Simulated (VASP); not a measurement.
Input of a VASP 6.6.1 run:

The input INCAR:

```
  PREC = Accurate
  ENCUT = 600
  EDIFF = 1E-7
  ISMEAR = -1
  SIGMA = 0.1
  LREAL = F
  LASPH = T
  NELM = 60
  ALGO = Normal
  ISIF = 3
  LWAVE = F
  LCHARG = F
  GGA = PE
  IBRION = 2
  NSW = 60
  EDIFFG = -0.005
  PSTRESS = 3300.0
```

Contents of KPOINTS:

```
regular mesh
0
Gamma
  27 27 27
```

The input POSCAR:

```
B
1.0
   -0.9637237103      0.9637237103      0.9637237103
    0.9637237103     -0.9637237103      0.9637237103
    0.9637237103      0.9637237103     -0.9637237103
B
1
Direct
    0.0000000000      0.0000000000      0.0000000000
```

Potentials or basis: VASP PAW PBE potentials, release 64 (B).

Run with:

```sh
$ cat potpaw_PBE.64/B/POTCAR > POTCAR
$ mpirun -np 1 vasp_std > vasp.out
```

Problem. Estimate the band gap on the k mesh.

Solution. Zero (an odd number of electrons rules out a gap without spin polarisation).

Problem. What does it give for the space group after relaxing (to 0.1 Å)?

Solution. Im-3m (No. 229).

Final structure:
```yaml
crystal:
  lattice:
    - [-0.96647, 0.96647, 0.96647]
    - [0.96647, -0.96647, 0.96647]
    - [0.96647, 0.96647, -0.96647]
  atoms:
    - { symbol: B, position: [0.00000, 0.00000, 0.00000] }
```
